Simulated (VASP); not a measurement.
# MnV (Pm-3m) in VASP: a series of runs, part 2 of 2

VASP 6.6.1. The steps go on from the part before.

### Step 3. Single point, LDA (volume scaled by 0.9)

INCAR reads:

```
SYSTEM = MnV
PREC = Accurate
ENCUT = 520
EDIFF = 1E-6
ISMEAR = -1
SIGMA = 0.05
LREAL = .FALSE.
LASPH = .TRUE.
NELM = 100
ALGO = Normal
ISIF = 2
LWAVE = .FALSE.
LCHARG = .TRUE.
GGA = CA
LELF = .TRUE.
LVHAR = .TRUE.
NBANDS = 20
```

KPOINTS reads:

```
Automatic mesh
0
G
  11 11 11
  0 0 0
```

POSCAR reads:

```
MnV
1.0
    2.7999192154      0.0000000000      0.0000000000
    0.0000000000      2.7999192154      0.0000000000
    0.0000000000      0.0000000000      2.7999192154
Mn V
1 1
Direct
    0.0000000000      0.0000000000      0.0000000000
    0.5000000000      0.5000000000      0.5000000000
```

Potentials or basis: VASP PAW LDA potentials, release 64 (Mn_pv, V_sv).

On the command line:

```sh
$ cat potpaw_LDA.64/Mn_pv/POTCAR potpaw_LDA.64/V_sv/POTCAR > POTCAR
$ mpirun -np 1 vasp_std > vasp.out
```

Run time: 23 s. Hardware: 1 thread of AMD EPYC 7R13 (Zen 3), shared host; peak memory 0.11 GiB.

The run converged. Its results:

```yaml
Free_energy: -20.7143 eV
Pressure: 3.6 GPa
Band_gap_on_the_k_mesh: zero (band 13 reaches 12.31 eV, above the bottom of band 14 at 11.12 eV)
```

Levels at points of the mesh, in eV from the Fermi level:
```tsv
k point	band 10	band 11	band 12	band 13	band 14	band 15	band 16	band 17
(0.00, 0.00, 0.00)	-4.65	-0.99	-0.99	-0.99	1.26	1.26	2.97	2.97
```

Caveat: the cell differs from its parent crystal (volume scaled by 0.9). Spin polarisation is off, so any magnetic state and its effect on volume and gap are missing.

### Step 4. Single point, LDA (volume scaled by 0.95)

INCAR reads:

```
PREC     = Accurate       # precision mode
ENCUT    = 520            # plane-wave cutoff, eV
EDIFF    = 1E-6           # SCF threshold, eV
ISMEAR   = -1             # smearing method
SIGMA    = 0.05           # smearing width, eV
LREAL    = F              # projectors in reciprocal space
LASPH    = T              # aspherical terms in the spheres
NELM     = 60             # most SCF steps
ALGO     = Normal         # electronic algorithm
ISIF     = 2              # what is computed and relaxed
LWAVE    = F              # write WAVECAR
LCHARG   = F              # write CHGCAR
NBANDS   = 20             # bands
```

KPOINTS reads:

```
regular mesh
0
Gamma
  11 11 11
```

POSCAR reads:

```
MnV
1.0
    2.8508379602      0.0000000000      0.0000000000
    0.0000000000      2.8508379602      0.0000000000
    0.0000000000      0.0000000000      2.8508379602
Mn V
1 1
Direct
    0.0000000000      0.0000000000      0.0000000000
    0.5000000000      0.5000000000      0.5000000000
```

On the command line:

```sh
$ cat potpaw_LDA.64/Mn_pv/POTCAR potpaw_LDA.64/V_sv/POTCAR > POTCAR
$ mpirun -np 1 vasp_std > vasp.out
```

Wall time 25 s (1 thread of AMD EPYC 7R13 (Zen 3), shared host); peak memory 0.11 GiB.

It converged, with:

| Property | Result |
| --- | --- |
| Free energy | -20.6860 eV |
| Pressure | -10.8 GPa |
| Band gap on the k mesh | zero (band 13 reaches 11.44 eV, above the bottom of band 14 at 10.38 eV) |

Levels at points of the mesh, in eV from the Fermi level:
| k point | band 11 | band 12 | band 13 | band 14 | band 15 | band 16 |
| --- | --- | --- | --- | --- | --- | --- |
| (0.00, 0.00, 0.00) | -0.90 | -0.90 | -0.90 | 1.20 | 1.20 | 2.78 |

Caveat: the cell differs from its parent crystal (volume scaled by 0.95). Spin polarisation is off, so any magnetic state and its effect on volume and gap are missing.

### Step 5. Single point, LDA

This run uses another cell than the first one, of 12.19 Å³/atom, 1.176 times its volume.

INCAR reads:

```
SYSTEM = MnV
PREC = Accurate
ENCUT = 520
EDIFF = 1E-7
ISMEAR = -1
SIGMA = 0.05
LREAL = .False.
LASPH = .True.
NELM = 80
ALGO = Normal
ISIF = 2
LWAVE = .False.
LCHARG = .False.
NBANDS = 20
```

KPOINTS reads:

```
Automatic mesh
0
Gamma
  11 11 11
  0 0 0
```

POSCAR reads:

```
MnV
1.0
    2.9000000000      0.0000000000      0.0000000000
    0.0000000000      2.9000000000      0.0000000000
    0.0000000000      0.0000000000      2.9000000000
Mn V
1 1
Direct
    0.0000000000      0.0000000000      0.0000000000
    0.5000000000      0.5000000000      0.5000000000
```

Potentials or basis: VASP PAW LDA potentials, release 64 (Mn_pv, V_sv).

On the command line:

```sh
$ cat potpaw_LDA.64/Mn_pv/POTCAR potpaw_LDA.64/V_sv/POTCAR > POTCAR
$ mpirun -np 1 vasp_std > vasp.out
```

OUTCAR:

```text
SYSTEM = MnV
   PREC = Accurate
   ENCUT = 520
   EDIFF = 1E-7
   ISMEAR = -1
   LREAL = .False.
   LASPH = .True.
   NELM = 80
   ISIF = 2

 ion  position               nearest neighbor table
   1  0.000  0.000  0.000-   2 2.51   2 2.51   2 2.51   2 2.51   2 2.51   2 2.51   2 2.51   2 2.51

   2  0.500  0.500  0.500-   1 2.51   1 2.51   1 2.51   1 2.51   1 2.51   1 2.51   1 2.51   1 2.51

  LATTYP: Found a simple cubic cell.
 ALAT       =     2.9000000000

  Lattice vectors:

 A1 = (   2.9000000000,   0.0000000000,   0.0000000000)
 A2 = (   0.0000000000,   2.9000000000,   0.0000000000)
 A3 = (   0.0000000000,   0.0000000000,   2.9000000000)

Analysis of symmetry for initial positions (statically):
=====================================================================
 Subroutine PRICEL returns:
 Original cell was already a primitive cell.

 Routine SETGRP: Setting up the symmetry group for a
 simple cubic supercell.

 Subroutine GETGRP returns: Found 48 space group operations
 (whereof 48 operations were pure point group operations)
 out of a pool of 48 trial point group operations.

[... 153 lines left out ...]

 Free energy of the ion-electron system (eV)
  ---------------------------------------------------
  ext. energy  EPLUGINS =         0.00000000
  ---------------------------------------------------
  free energy    TOTEN  =       -20.56220118 eV

  energy without entropy =      -20.55714736  energy(sigma->0) =      -20.55967427

 E-fermi :  10.0026     XC(G=0): -13.7140

 val. band max:        9.9622362976   @ k =   0.4545   0.3636   0.0000
 cond. band min:      10.0840074374   @ k =   0.3636   0.0909   0.0909
 fundamental gap:      0.1217711398
 Fermi energy:        10.0026300579

 k-point     1 :       0.0000    0.0000    0.0000
  band No.  band energies     occupation
      1     -53.5667      2.00000
      2     -37.4596      2.00000
      3     -37.4596      2.00000
      4     -37.4596      2.00000
      5     -27.6996      2.00000
      6     -27.6996      2.00000
[... 541 lines left out ...]
     19      16.2312      0.00000
     20      22.1218      0.00000

 [... further k-points ...]
[... 5 lines left out ...]
  --------------------------------------------------------------------------------------
  -------------------------------------------------------------------------------------
  Total       -3.2842999     -3.2842999     -3.2842999      0.0000000     -0.0000000     -0.0000000
  in kB     -215.7542669   -215.7542669   -215.7542669      0.0000000     -0.0000000     -0.0000000
  external PRESSURE =    -215.7542669 kB  Pullay stress =       0.0000000 kB

 VOLUME and BASIS-vectors are now :
 -----------------------------------------------------------------------------
  energy-cutoff  :      520.00
  volume of cell :       24.39
      direct lattice vectors                 reciprocal lattice vectors
     2.900000000  0.000000000  0.000000000     0.344827586  0.000000000  0.000000000
     0.000000000  2.900000000  0.000000000     0.000000000  0.344827586  0.000000000
     0.000000000  0.000000000  2.900000000     0.000000000  0.000000000  0.344827586

 POSITION                                       TOTAL-FORCE (eV/Angst)
 -----------------------------------------------------------------------------------
      0.00000      0.00000      0.00000         0.000000      0.000000      0.000000
      1.45000      1.45000      1.45000         0.000000      0.000000      0.000000
 -----------------------------------------------------------------------------------
    total drift:                                0.000000      0.000000     -0.000000

  FREE ENERGIE OF THE ION-ELECTRON SYSTEM (eV)
  ---------------------------------------------------
  free  energy   TOTEN  =       -20.5622011778 eV

  energy  without entropy=      -20.5571473560  energy(sigma->0) =      -20.55967427
```

stdout:

```text
POSCAR found type information on POSCAR MnV
 POSCAR found :  2 types and       2 ions
 scaLAPACK will be used
 LDA part: xc-table for (Slater(with rela. corr.)+CA(PZ))
 , standard interpolation
 POSCAR, INCAR and KPOINTS ok, starting setup
 FFT: planning ... GRIDC
 FFT: planning ... GRID_SOFT
 FFT: planning ... GRID
 WAVECAR not read
 entering main loop
```

Run time: 23 s. Hardware: 1 thread of AMD EPYC 7R13 (Zen 3), shared host; peak memory 0.11 GiB.

Results:

| Property | Result |
| --- | --- |
| Free energy | -20.5622 eV |
| Pressure | -21.6 GPa |
| Band gap on the k mesh | zero (band 13 reaches 10.65 eV, above the bottom of band 14 at 9.70 eV) |

Spin polarisation is off, so any magnetic state and its effect on volume and gap are missing.

### Step 6. Summary

| cell | gap on the mesh (eV) | pressure (GPa) |
| --- | --- | --- |
| a = 2.747 Å, 2 atoms | none | 22.9 |
| a = 2.800 Å, 2 atoms | none | 3.6 |
| a = 2.851 Å, 2 atoms | none | -10.8 |
| a = 2.900 Å, 2 atoms | none | -21.6 |

Alike in all rows: task single point; level LDA; potentials or basis VASP PAW LDA potentials, release 64 (Mn_pv, V_sv); no spin polarisation; k mesh 11 × 11 × 11; cutoff (eV) 520; smearing fermi-dirac 0.05 eV.

Total energies depend on the potentials used, so only differences within one code and one set of settings carry meaning.
